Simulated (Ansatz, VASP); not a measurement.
## FeO in VASP and in Ansatz

```xyz
2
Lattice="0.0000 2.1697 2.1697 2.1697 0.0000 2.1697 2.1697 2.1697 0.0000" Properties=species:S:1:pos:R:3 pbc="T T T"
Fe    0.0000    0.0000    0.0000
O     2.1697    2.1697    2.1697
```

Alike in both runs: task single point; functional PBEsol; dispersion D4; k mesh 11 × 11 × 11; occupations fermi-dirac, width 0.05 eV; collinear spin.

|  | VASP | Ansatz |
| --- | --- | --- |
| version | VASP 6.6.1 | Ansatz 0.2.0 |
| potentials or method | VASP PAW PBE potentials, release 64 (Fe_sv, O) | Ansatz PAW |
| plane-wave cutoff (eV) | 700 | 420 |
| valence electrons in the cell | 22 | 22 |

```tsv
	VASP	Ansatz	Ansatz less VASP
gap on the k mesh at the Fermi level (eV)	none	none	-
pressure (GPa)	-15.2	-14.2	+0.99
net moment per atom (μB)	2.00	2.00	0.000
size of the moment on the site where the two differ most (μB)	0.29	0.32	+0.026
```

VASP's potentials were made for PBE, not for PBEsol. Site moments also hang on the region over which each program counts them. A gap of «none» marks a metal or a gap that the smearing closes.
